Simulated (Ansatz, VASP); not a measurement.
**One calculation of MgO, two programs**

The input POSCAR:

```
MgO
1.0
    0.0000000000      2.2820056627      2.2820056627
    2.2820056627      0.0000000000      2.2820056627
    2.2820056627      2.2820056627      0.0000000000
Mg O
1 1
Direct
    0.0000000000      0.0000000000      0.0000000000
    0.2500000000      0.2500000000      0.2500000000
```

The input INCAR.step1:

```
SYSTEM = MgO
PREC     = Accurate       ! precision mode
ENCUT    = 660            ! plane-wave cutoff, eV
ISMEAR   = 0              ! smearing method
SIGMA    = 0.01           ! smearing width, eV
LREAL    = .FALSE.        ! projectors in reciprocal space
LASPH    = .TRUE.         ! aspherical terms in the spheres
NELM     = 120            ! most SCF steps
NBANDS   = 11             ! bands
GGA      = PE             ! functional
ALGO     = Normal         ! electronic algorithm
EDIFF    = 1E-5           ! SCF threshold, eV
LWAVE    = .TRUE.         ! write WAVECAR
LCHARG   = .FALSE.        ! write CHGCAR
GGA_COMPAT= .FALSE.
```

INCAR.step2

```
SYSTEM = MgO
PREC     = Accurate       ! precision mode
ENCUT    = 660            ! plane-wave cutoff, eV
EDIFF    = 1E-6           ! SCF threshold, eV
ISMEAR   = 0              ! smearing method
SIGMA    = 0.01           ! smearing width, eV
LREAL    = .FALSE.        ! projectors in reciprocal space
LASPH    = .TRUE.         ! aspherical terms in the spheres
NELM     = 120            ! most SCF steps
ALGO     = Normal         ! electronic algorithm
ISIF     = 2              ! what is computed and relaxed
LWAVE    = .FALSE.        ! write WAVECAR
LCHARG   = .FALSE.        ! write CHGCAR
METAGGA  = R2SCAN         ! meta-GGA
LMIXTAU  = .TRUE.       
NBANDS   = 11             ! bands
ISTART   = 1            
GGA_COMPAT= .FALSE.
```

The input KPOINTS:

```
Automatic mesh
0
G
  10 10 10
  0 0 0
```

Input for Ansatz:

```yaml
crystal:
  lattice:
    - [0.0, 2.2820056627, 2.2820056627]
    - [2.2820056627, 0.0, 2.2820056627]
    - [2.2820056627, 2.2820056627, 0.0]
  atoms:
    - { symbol: Mg, position: [0.0, 0.0, 0.0] }
    - { symbol: O, position: [0.25, 0.25, 0.25] }
kpoints:
  mp_grid: { grid: [10, 10, 10] }
  band_path:
    path:
      - [0.0, 0.0, 0.0]
      - [-0.5, -0.5, 0.0]
      - [-0.375, -0.375, 0.25]
      - [-0.375, 0.0, 0.375]
      - [0.0, 0.0, 0.5]
      - [-0.5, -0.25, 0.25]
    npoints: 1
hamiltonian:
  xc: r2scan
scf:
  occupations: { method: fixed }
  n_extra_bands: 4
output:
  forces: true
  stress: true
  eigenvalues: true
```

Alike in both runs: task single point; functional r2SCAN; k mesh 10 × 10 × 10; no spin polarisation.

|  | VASP | Ansatz |
| --- | --- | --- |
| version | VASP 6.6.1 | Ansatz 0.2.0 |
| potentials or method | VASP PAW PBE potentials, release 64 (Mg, O) | plane waves, PAW |
| plane-wave cutoff (eV) | 660 | 500 |
| occupations | gaussian, width 0.01 eV | fixed |
| valence electrons in the cell | 8 | 16 |

|  | VASP | Ansatz | Ansatz less VASP |
| --- | --- | --- | --- |
| gap on the k mesh at the Fermi level (eV) | 4.33 | 4.34 | +0.011 |
| pressure (GPa) | -0.7 | 0.0 | +0.77 |

VASP's potentials were made for PBE, not for r2SCAN. VASP's potentials hold 8 valence electrons a cell and Ansatz's 16, so a difference there can come from the potentials and not from the codes.
